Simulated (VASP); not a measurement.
Input of a VASP 6.6.1 run:

Contents of POSCAR:

```
LaRe
1.0
    3.6548521407      0.0000000000      0.0000000000
    0.0000000000      3.6548521407      0.0000000000
    0.0000000000      0.0000000000      3.6548521407
La Re
1 1
Direct
    0.0000000000      0.0000000000      0.0000000000
    0.5000000000      0.5000000000      0.5000000000
```

INCAR.step1

```
SYSTEM = LaRe
ALGO = Normal
EDIFF = 1E-4
ENCUT = 520
GGA = PE
ISMEAR = 0
LASPH = .True.
LCHARG = .False.
LREAL = .False.
LWAVE = .True.
NBANDS = 16
NELM = 80
PREC = Accurate
SIGMA = 0.05
```

The input INCAR.step2:

```
SYSTEM = LaRe
ALGO = Normal
EDIFF = 1E-6
ENCUT = 520
ISIF = 2
ISMEAR = 0
ISTART = 1
LASPH = .True.
LCHARG = .True.
LELF = .True.
LMIXTAU = .True.
LREAL = .False.
LVHAR = .True.
LWAVE = .False.
METAGGA = R2SCAN
NBANDS = 16
NELM = 80
PREC = Accurate
SIGMA = 0.05
```

KPOINTS

```
k-points
0
Gamma
  10 10 10
  0 0 0
```

Potentials or basis: VASP PAW PBE potentials, release 64 (La, Re).

Launch:

```bash
$ cat potpaw_PBE.64/La/POTCAR potpaw_PBE.64/Re/POTCAR > POTCAR
$ cp INCAR.step1 INCAR
$ mpirun -np 1 vasp_std > vasp.out
$ cp INCAR.step2 INCAR
$ mpirun -np 1 vasp_std > vasp.out
```

(1) Estimate the pressure.

(2) Predict the band gap on the k mesh.

Answers

(1) -5.7 GPa.

(2) zero (bands 9 and 10 overlap by 2.12 eV).

Caveat: the cell stands under tension; the PAW data sets were made with another functional, which shifts forces and pressure a little; spin-orbit coupling is left out, which moves the levels of the heavy elements.
